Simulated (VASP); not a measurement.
Write the native input for VASP 6.6.1 that does the following.

```yaml
Task: single point
Functional: PBE
Potentials_or_basis: VASP PAW PBE potentials, release 64 (Ge_d)
Cutoff: 520 eV
k_mesh: 3 × 3 × 3
Occupations: fermi-dirac, width 0.05 eV
Spin: no spin polarisation
Dipole_correction: no
Further_INCAR_settings: ALGO = Normal; EDIFF = 1e-06; NBANDS = 96
```

The structure of Ge lies in POSCAR:

```
Ge
1.0
    5.9999379686      0.0000000000      0.0000000000
    0.0000000000      5.9999379686      0.0000000000
    0.0000000000      0.0000000000      7.1524967208
Ge
12
Direct
    0.0882476906      0.0882476906      1.0000000000
    0.4117523094      0.5882476906      0.7500000000
    0.9117523094      0.9117523094      0.5000000000
    0.5882476906      0.4117523094      0.2500000000
    0.1711649451      0.3714068805      0.2550264437
    0.1285931195      0.6711649451      0.0050264437
    0.8288350549      0.6285931195      0.7550264437
    0.8714068805      0.3288350549      0.5050264437
    0.6711649451      0.1285931195      0.9949735563
    0.6285931195      0.8288350549      0.2449735563
    0.3288350549      0.8714068805      0.4949735563
    0.3714068805      0.1711649451      0.7449735563
```

These files were run (other wordings do the same):

INCAR

```
SYSTEM = Ge
PREC = Accurate ; ENCUT = 520
EDIFF = 1E-6 ; ISMEAR = -1
SIGMA = 0.05 ; LREAL = .False.
LASPH = .True. ; NELM = 60
ALGO = Normal ; ISIF = 2
LWAVE = .False. ; LCHARG = .False.
GGA = PE ; NBANDS = 96
```

KPOINTS

```
Automatic mesh
0
Gamma
  3 3 3
  0 0 0
```

Potentials or basis: VASP PAW PBE potentials, release 64 (Ge_d).

Command:

```sh
$ cat potpaw_PBE.64/Ge_d/POTCAR > POTCAR
$ mpirun -np 1 vasp_std > vasp.out
```

Results of the run:

- Pressure: -0.1 GPa
- Band gap on the k mesh: 0.37 eV

Caveat: an odd mesh through Γ misses points on the zone boundary, where band edges can lie.

It took 6.2 min on 1 thread of Intel Xeon 8259CL, on a shared host, peak memory 0.38 GiB.
